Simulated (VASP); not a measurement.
# GaN (F-43m) in VASP: a series of runs

Runs on GaN. Level: r2SCAN. Tasks: single point.

All numbers are computed with VASP 6.6.1; they aren't measurements. Logs are shortened: lines on timing, memory, paths and dates and some standing lists are left out, and cuts for length are marked.

### Step 1. The cell of the first run

It takes space group F-43m (No. 216, cubic). The conventional cell has a = 4.507 Å, b = 4.507 Å, c = 4.507 Å, α = 90.00°, β = 90.00°, γ = 90.00°. Ga (site symmetry -43m) has 4 N at 1.95 Å within 2.6 Å. Within 2.6 Å of N (site symmetry -43m) lie 4 Ga at 1.95 Å.

### Step 2. Single point, r2SCAN

File POSCAR:

```
GaN
1.0
    0.0000000000      2.2535006075      2.2535006075
    2.2535006075      0.0000000000      2.2535006075
    2.2535006075      2.2535006075      0.0000000000
Ga N
1 1
Direct
    0.0000000000      0.0000000000      0.0000000000
    0.7500000000      0.7500000000      0.7500000000
```

File INCAR.step1:

```
ALGO = Normal
EDIFF = 1E-4
ENCUT = 520
GGA = PE
ISMEAR = 0
LASPH = True
LCHARG = False
LREAL = False
LWAVE = True
NBANDS = 16
NELM = 80
PREC = Accurate
SIGMA = 0.02
```

File INCAR.step2:

```
ALGO = Normal
EDIFF = 1E-6
ENCUT = 520
ISIF = 2
ISMEAR = 0
ISTART = 1
LASPH = True
LCHARG = False
LMIXTAU = True
LREAL = False
LWAVE = False
METAGGA = R2SCAN
NBANDS = 16
NELM = 80
PREC = Accurate
SIGMA = 0.02
```

File KPOINTS:

```
k-points
0
Gamma
  10 10 10
```

Potentials or basis: VASP PAW PBE potentials, release 64 (Ga_d, N).

Launch:

```console
$ cat potpaw_PBE.64/Ga_d/POTCAR potpaw_PBE.64/N/POTCAR > POTCAR
$ cp INCAR.step1 INCAR
$ mpirun -np 1 vasp_std > vasp.out
$ cp INCAR.step2 INCAR
$ mpirun -np 1 vasp_std > vasp.out
```

OUTCAR:

```text
EDIFF = 1E-6
   ENCUT = 520
   ISIF = 2
   ISMEAR = 0
   ISTART = 1
   LASPH = True
   LREAL = False
   METAGGA = R2SCAN
   NELM = 80
   PREC = Accurate

 ion  position               nearest neighbor table
   1  0.000  0.000  0.000-   2 1.95   2 1.95   2 1.95   2 1.95
   2  0.750  0.750  0.750-   1 1.95   1 1.95   1 1.95   1 1.95

  LATTYP: Found a face centered cubic cell.
 ALAT       =     4.5070012150

  Lattice vectors:

 A1 = (   0.0000000000,   2.2535006075,   2.2535006075)
 A2 = (   2.2535006075,   0.0000000000,   2.2535006075)
 A3 = (   2.2535006075,   2.2535006075,   0.0000000000)

Analysis of symmetry for initial positions (statically):
=====================================================================
 Subroutine PRICEL returns:
 Original cell was already a primitive cell.

 Routine SETGRP: Setting up the symmetry group for a
 face centered cubic supercell.

 Subroutine GETGRP returns: Found 24 space group operations
 (whereof 24 operations were pure point group operations)
 out of a pool of 48 trial point group operations.

The static configuration has the point symmetry T_d .

Analysis of symmetry for dynamics (positions and initial velocities):
=====================================================================
 Subroutine PRICEL returns:
 Original cell was already a primitive cell.

 Routine SETGRP: Setting up the symmetry group for a
 face centered cubic supercell.

 Subroutine GETGRP returns: Found 24 space group operations
 (whereof 24 operations were pure point group operations)
 out of a pool of 48 trial point group operations.

The dynamic configuration has the point symmetry T_d .

 Subroutine INISYM returns: Found 24 space group operations
 (whereof 24 operations are pure point group operations),
 and found     1 'primitive' translations

----------------------------------------------------------------------------------------

                                     Primitive cell

  volume of cell :      22.8877

  direct lattice vectors                    reciprocal lattice vectors
     0.000000000  2.253500607  2.253500607    -0.221877020  0.221877020  0.221877020
     2.253500607  0.000000000  2.253500607     0.221877020 -0.221877020  0.221877020
     2.253500607  2.253500607  0.000000000     0.221877020  0.221877020 -0.221877020

  length of vectors
     3.186931122  3.186931122  3.186931122     0.384302272  0.384302272  0.384302272

  position of ions in fractional coordinates (direct lattice)
     0.000000000  0.000000000  0.000000000
     0.750000000  0.750000000  0.750000000

  ion indices of the primitive-cell ions
   primitive index   ion index
                 1           1
                 2           2

----------------------------------------------------------------------------------------

 KPOINTS: k-points

Automatic generation of k-mesh.
 Grid dimensions read from file:
 generate k-points for:   10   10   10

 Generating k-lattice:

  Cartesian coordinates                     Fractional coordinates (reciprocal lattice)
    -0.022187702  0.022187702  0.022187702     0.100000000  0.000000000  0.000000000
     0.022187702 -0.022187702  0.022187702     0.000000000  0.100000000  0.000000000
     0.022187702  0.022187702 -0.022187702     0.000000000  0.000000000  0.100000000

  Length of vectors
     0.038430227  0.038430227  0.038430227

  Shift w.r.t. Gamma in fractional coordinates (k-lattice)
     0.000000000  0.000000000  0.000000000

 Subroutine IBZKPT returns following result:
 ===========================================

 Found     47 irreducible k-points:

 Following reciprocal coordinates:
            Coordinates               Weight
  0.000000  0.000000  0.000000      1.000000
  0.100000  0.000000  0.000000      8.000000
  0.200000  0.000000  0.000000      8.000000
  0.300000  0.000000  0.000000      8.000000
  0.400000  0.000000  0.000000      8.000000
  0.500000  0.000000  0.000000      4.000000
[... 16 lines left out ...]
  0.300000  0.300000  0.000000      6.000000
  0.400000  0.300000  0.000000     24.000000
 [... further k-points ...]
   k-points           NKPTS =     47   k-points in BZ     NKDIM =     47   number of bands    NBANDS=     16
   number of dos      NEDOS =    301   number of ions     NIONS =      2
   total plane-waves  NPLWV =  13824
   dimension x,y,z NGX =    24 NGY =   24 NGZ =   24
   dimension x,y,z NGXF=    48 NGYF=   48 NGZF=   48
   ions per type =               1   1
   NGX,Y,Z   is equivalent  to a cutoff of  12.52, 12.52, 12.52 a.u.
   NGXF,Y,Z  is equivalent  to a cutoff of  25.04, 25.04, 25.04 a.u.
 SYSTEM =  unknown system
   PREC   = accura    normal or accurate (medium, high low for compatibility)
   ISTART =      1    job   : 0-new  1-cont  2-samecut
   ICHARG =      0    charge: 1-file 2-atom 10-const
   ISPIN  =      1    spin polarized calculation?
   LNONCOLLINEAR =      F non collinear calculations
   LSORBIT =      F    spin-orbit coupling
   LASPH  =      T    aspherical Exc in radial PAW
   ENCUT  =  520.0 eV  38.22 Ry    6.18 a.u.   5.93  5.93  5.93*2*pi/ulx,y,z
   NELM   =     80;   NELMIN=  2; NELMDL=  0     # of ELM steps
   EDIFF  = 0.1E-05   stopping-criterion for ELM
   LREAL  =      F    real-space projection
   EDIFFG = 0.1E-04   stopping-criterion for IOM
   NSW    =      0    number of steps for IOM
   IBRION =     -1    ionic relax: 0-MD 1-quasi-New 2-CG
   NFREE  =      0    steps in history (QN), initial steepest desc. (CG)
   ISIF   =      2    stress and relaxation
   ISYM   =      2    0-nonsym 1-usesym 2-fastsym
   POTIM  = 0.5000    time-step for ionic-motion
   TEBEG  =    0.0;   TEEND  =   0.0 temperature during run
   PSTRESS=    0.0 pullay stress
   NELECT =      18.0000    total number of electrons
   NUPDOWN=      -1.0000    fix difference up-down
   EMIN   =  10.00;   EMAX   =-10.00  energy-range for DOS
   EFERMI =   0.00;   METHOD = LEGACY
   ISMEAR =     0;   SIGMA  =   0.02  broadening in eV -4-tet -1-fermi 0-gaus
   EFERMI_NEDOS =   21; number of points for ismear=-14 and -15
   IALGO  =     38    algorithm
   IMIX   =      4    mixing-type and parameters
     AMIX     =   0.40;   BMIX     =  1.00
     AMIX_MAG =   1.60;   BMIX_MAG =  1.00
  volume/ion in A,a.u.               =      11.44        77.23
  Fermi-wavevector in a.u.,A,eV,Ry     =   1.511117  2.855596 31.068543  2.283473
  Thomas-Fermi vector in A             =   2.621216
   LORBIT       =      0    0 simple, 1 ext, 2 COOP (PROOUT), +10 PAW based schemes
   METAGGA = R2SCAN    functional components
   LHFCALC =     F    Hartree Fock is set to
   AEXX    =    0.0000 exact exchange contribution
   IVDW    =     0    specifies the selected vdW correction
   LEPSILON=     F    determine dielectric tensor
   LRPA    =     F    only Hartree local field effects (RPA)
 non-spin polarized calculation
 Gauss-broadening in eV      SIGMA  =   0.02
  energy-cutoff  :      520.00
  volume of cell :       22.89
 maximum number of plane-waves:       636
   NGX = 11   NGY = 11   NGZ = 11

 number of electron      18.0000004 magnetization

 Free energy of the ion-electron system (eV)
  ---------------------------------------------------
  ext. energy  EPLUGINS =         0.00000000
  ---------------------------------------------------
  free energy    TOTEN  =       -21.89693418 eV

  energy without entropy =      -21.89693418  energy(sigma->0) =      -21.89693418

 E-fermi :   5.1938     XC(G=0): -12.6349

 val. band max:        5.0164386159   @ k =   0.0000   0.0000   0.0000
 cond. band min:       7.1357364721   @ k =   0.0000   0.0000   0.0000
 fundamental gap:      2.1192978562
 Fermi energy:         5.1937795670

 k-point     1 :       0.0000    0.0000    0.0000
  band No.  band energies     occupation
      1     -11.7141      2.00000
      2      -8.8141      2.00000
      3      -8.8141      2.00000
      4      -8.8141      2.00000
      5      -8.4636      2.00000
      6      -8.4636      2.00000
[... 8 lines left out ...]
     15      24.7423      0.00000
     16      24.7423      0.00000

 k-point     2 :       0.1000    0.0000    0.0000
  band No.  band energies     occupation
      1     -11.6035      2.00000
      2      -8.7999      2.00000
      3      -8.7999      2.00000
      4      -8.7736      2.00000
      5      -8.4648      2.00000
      6      -8.4648      2.00000
[... 8 lines left out ...]
     15      23.3253      0.00000
     16      23.4296      0.00000

 k-point     3 :       0.2000    0.0000    0.0000
  band No.  band energies     occupation
      1     -11.3207      2.00000
      2      -8.7665      2.00000
      3      -8.7665      2.00000
      4      -8.6117      2.00000
      5      -8.4635      2.00000
      6      -8.4635      2.00000
[... 8 lines left out ...]
     15      22.5371      0.00000
     16      22.5371      0.00000

 k-point     4 :       0.3000    0.0000    0.0000
  band No.  band energies     occupation
      1     -11.0047      2.00000
      2      -8.7355      2.00000
      3      -8.7355      2.00000
      4      -8.4506      2.00000
      5      -8.4506      2.00000
      6      -8.2351      2.00000
[... 8 lines left out ...]
     15      23.0879      0.00000
     16      23.0879      0.00000
[... 324 lines left out ...]
 k-point    22 :      -0.2000    0.2000    0.0000
  band No.  band energies     occupation
      1     -10.9070      2.00000
      2      -8.7151      2.00000
      3      -8.7053      2.00000
      4      -8.4853      2.00000
      5      -8.4786      2.00000
      6      -8.0667      2.00000
[... 8 lines left out ...]
     15      23.3410      0.00000
     16      26.5737      0.00000

 k-point    23 :       0.3000    0.3000    0.0000
  band No.  band energies     occupation
      1     -10.8115      2.00000
      2      -8.6410      2.00000
      3      -8.6160      2.00000
      4      -8.6160      2.00000
      5      -8.4117      2.00000
      6      -8.0588      2.00000
[... 8 lines left out ...]
     15      27.8362      0.00000
     16      28.5270      0.00000

 k-point    24 :       0.4000    0.3000    0.0000
  band No.  band energies     occupation
      1     -10.6695      2.00000
      2      -8.6606      2.00000
      3      -8.5789      2.00000
      4      -8.5757      2.00000
      5      -8.4018      2.00000
      6      -7.6393      2.00000
[... 8 lines left out ...]
     15      28.3249      0.00000
     16      28.3724      0.00000

 [... further k-points ...]
[... 5 lines left out ...]
  --------------------------------------------------------------------------------------
  -------------------------------------------------------------------------------------
  Total       -0.0191428     -0.0191428     -0.0191428      0.0000000      0.0000000      0.0000000
  in kB       -1.3400222     -1.3400222     -1.3400222      0.0000000      0.0000000      0.0000000
  external PRESSURE =      -1.3400222 kB  Pullay stress =       0.0000000 kB

 VOLUME and BASIS-vectors are now :
 -----------------------------------------------------------------------------
  energy-cutoff  :      520.00
  volume of cell :       22.89
      direct lattice vectors                 reciprocal lattice vectors
     0.000000000  2.253500607  2.253500607    -0.221877020  0.221877020  0.221877020
     2.253500607  0.000000000  2.253500607     0.221877020 -0.221877020  0.221877020
     2.253500607  2.253500607  0.000000000     0.221877020  0.221877020 -0.221877020

 POSITION                                       TOTAL-FORCE (eV/Angst)
 -----------------------------------------------------------------------------------
      0.00000      0.00000      0.00000        -0.000000     -0.000000      0.000000
      3.38025      3.38025      3.38025         0.000000      0.000000     -0.000000
 -----------------------------------------------------------------------------------
    total drift:                               -0.000009     -0.000009     -0.000009

  FREE ENERGIE OF THE ION-ELECTRON SYSTEM (eV)
  ---------------------------------------------------
  free  energy   TOTEN  =       -21.8969341753 eV

  energy  without entropy=      -21.8969341753  energy(sigma->0) =      -21.89693418
```

Wall time 2.6 min (1 thread of AMD EPYC 7R13, shared host); peak memory 0.12 GiB.

Results:

```
Free energy            : -21.8969 eV
Pressure               : -0.1 GPa
Band gap on the k mesh : 2.12 eV, direct
```

Levels at points of the mesh, in eV from the valence-band top:
```csv
k point,band 5,band 6,band 7,band 8,band 9,band 10,band 11,band 12,band 13,band 14
"(0.00, 0.00, 0.00)",-13.48,-13.48,0.00,0.00,0.00,2.12,11.00,11.00,11.00,18.55
"(0.50, 0.00, 0.00)",-13.43,-12.35,-7.16,-1.00,-1.00,5.16,9.44,11.00,11.00,16.50
"(0.50, 0.50, 0.00)",-13.40,-11.97,-6.22,-2.78,-2.78,3.77,7.24,12.58,14.94,14.94
```

Caveat: the PAW data sets were made with another functional, which shifts forces and pressure a little. r2SCAN opens gaps a little over a GGA but as a rule still falls short of measured ones.

### Step 3. Single point, r2SCAN (volume scaled by 1.10)

File POSCAR:

```
GaN
1.0
    0.0000000000      2.3215327040      2.3215327040
    2.3215327040      0.0000000000      2.3215327040
    2.3215327040      2.3215327040      0.0000000000
Ga N
1 1
Direct
    0.0000000000      0.0000000000      0.0000000000
    0.7500000000      0.7500000000      0.7500000000
```

File INCAR.step1:

```
SYSTEM = GaN
PREC     = Accurate       ! precision mode
ENCUT    = 520            ! plane-wave cutoff, eV
ISMEAR   = 0              ! smearing method
SIGMA    = 0.02           ! smearing width, eV
LREAL    = .False.        ! projectors in reciprocal space
LASPH    = .True.         ! aspherical terms in the spheres
NELM     = 80             ! most SCF steps
NBANDS   = 16             ! bands
GGA      = PE             ! functional
ALGO     = Normal         ! electronic algorithm
EDIFF    = 1E-4           ! SCF threshold, eV
LWAVE    = .True.         ! write WAVECAR
LCHARG   = .False.        ! write CHGCAR
```

File INCAR.step2:

```
SYSTEM = GaN
PREC     = Accurate       ! precision mode
ENCUT    = 520            ! plane-wave cutoff, eV
EDIFF    = 1E-6           ! SCF threshold, eV
ISMEAR   = 0              ! smearing method
SIGMA    = 0.02           ! smearing width, eV
LREAL    = .False.        ! projectors in reciprocal space
LASPH    = .True.         ! aspherical terms in the spheres
NELM     = 80             ! most SCF steps
ALGO     = Normal         ! electronic algorithm
ISIF     = 2              ! what is computed and relaxed
LWAVE    = .False.        ! write WAVECAR
LCHARG   = .False.        ! write CHGCAR
METAGGA  = R2SCAN         ! meta-GGA
LMIXTAU  = .True.       
NBANDS   = 16             ! bands
ISTART   = 1
```

File KPOINTS:

```
Automatic mesh
0
Gamma
  10 10 10
  0 0 0
```

Potentials or basis: VASP PAW PBE potentials, release 64 (Ga_d, N).

Launch:

```console
$ cat potpaw_PBE.64/Ga_d/POTCAR potpaw_PBE.64/N/POTCAR > POTCAR
$ cp INCAR.step1 INCAR
$ mpirun -np 1 vasp_std > vasp.out
$ cp INCAR.step2 INCAR
$ mpirun -np 1 vasp_std > vasp.out
```

It took 2.5 min on 1 thread of AMD EPYC 7R13, shared host; peak memory 0.12 GiB.

Results (log left out):

```
Free energy            : -21.7939 eV
Pressure               : -14.4 GPa
Band gap on the k mesh : 1.53 eV, direct
```

Levels at points of the mesh, in eV from the valence-band top:
```
           k point  band 5  band 6  band 7  band 8  band 9  band 10  band 11  band 12  band 13  band 14
(0.00, 0.00, 0.00)  -13.53  -13.53    0.00    0.00    0.00     1.53    10.42    10.42    10.42    17.30
(0.50, 0.00, 0.00)  -13.50  -12.41   -6.59   -0.89   -0.89     4.53     8.96    10.51    10.51    15.71
(0.50, 0.50, 0.00)  -13.47  -12.02   -5.86   -2.48   -2.48     3.72     6.67    11.92    13.97    13.97
```

Caveat: the cell differs from its parent crystal (volume scaled by 1.10); the PAW data sets were made with another functional, which shifts forces and pressure a little.

### Step 4. Single point, r2SCAN

This run uses another cell than the first one, of 11.37 Å³/atom, 0.994 times its volume.

File POSCAR:

```
GaN
1.0
    0.0000000000      2.2489367673      2.2489367673
    2.2489367673      0.0000000000      2.2489367673
    2.2489367673      2.2489367673      0.0000000000
Ga N
1 1
Direct
    0.0000000000      0.0000000000      0.0000000000
    0.7500000000      0.7500000000      0.7500000000
```

File INCAR.step1:

```
SYSTEM = GaN
PREC = Accurate ; ENCUT = 910
ISMEAR = 0 ; SIGMA = 0.02
LREAL = .FALSE. ; LASPH = .TRUE.
NELM = 120 ; NBANDS = 16
GGA = PE ; ALGO = Normal
EDIFF = 1E-5 ; LWAVE = .TRUE.
LCHARG = .FALSE. ; GGA_COMPAT = .FALSE.
```

File INCAR.step2:

```
SYSTEM = GaN
PREC = Accurate ; ENCUT = 910
EDIFF = 1E-6 ; ISMEAR = 0
SIGMA = 0.02 ; LREAL = .FALSE.
LASPH = .TRUE. ; NELM = 120
ALGO = Normal ; ISIF = 2
LWAVE = .FALSE. ; LCHARG = .FALSE.
METAGGA = R2SCAN ; LMIXTAU = .TRUE.
NBANDS = 16 ; ISTART = 1
GGA_COMPAT = .FALSE.
```

File KPOINTS:

```
regular mesh
0
G
  10 10 10
  0 0 0
```

Potentials or basis: VASP PAW PBE potentials, release 64 (Ga_d, N_h).

Launch:

```console
$ cat potpaw_PBE.64/Ga_d/POTCAR potpaw_PBE.64/N_h/POTCAR > POTCAR
$ cp INCAR.step1 INCAR
$ mpirun -np 1 vasp_std > vasp.out
$ cp INCAR.step2 INCAR
$ mpirun -np 1 vasp_std > vasp.out
```

Run time: 64 s. Hardware: 1 thread of Intel Xeon Platinum 8488C (Sapphire Rapids), shared host; peak memory 0.21 GiB.

It converged, with:

* Free energy: -21.8962 eV
* Pressure: 1.0 GPa
* Band gap on the k mesh: 2.16 eV, direct

Levels at points of the mesh, in eV from the valence-band top:
```csv
k point,band 6,band 7,band 8,band 9,band 10,band 11,band 12,band 13
"(0.00, 0.00, 0.00)",-13.48,0.00,0.00,0.00,2.16,11.05,11.05,11.05
"(0.50, 0.00, 0.00)",-12.35,-7.19,-1.00,-1.00,5.21,9.47,11.03,11.03
"(0.50, 0.50, 0.00)",-11.97,-6.24,-2.80,-2.80,3.77,7.28,12.62,15.01
```

Caveat: the cutoff is under 1.25 times the usual one of these potentials, so pressure, stress and relaxed cells hold a basis-set (Pulay) error; the PAW data sets were made with another functional, which shifts forces and pressure a little.

### Step 5. The runs side by side

| potentials or basis | cell | cutoff (eV) | second run | gap on the mesh (eV) | pressure (GPa) |
| --- | --- | --- | --- | --- | --- |
| VASP PAW PBE potentials, release 64 (Ga_d, N) | a = 3.187 Å, angles 60.0°, 2 atoms | 520 | - | 2.12 | -0.1 |
| VASP PAW PBE potentials, release 64 (Ga_d, N) | a = 3.283 Å, angles 60.0°, 2 atoms | 520 | - | 1.53 | -14.4 |
| VASP PAW PBE potentials, release 64 (Ga_d, N_h) | a = 3.180 Å, angles 60.0°, 2 atoms | 910 | hard_potentials | 2.16 | 1.0 |

Alike in all rows: task single point; level r2SCAN; no spin polarisation; k mesh 10 × 10 × 10; smearing gaussian 0.02 eV.

Caveats: the PAW data sets were made with another functional, which shifts forces and pressure a little; the cutoff is under 1.25 times the usual one of these potentials, so pressure, stress and relaxed cells hold a basis-set (Pulay) error (some runs).

Total energies depend on the potentials used, so only differences within one code and one set of settings carry meaning.
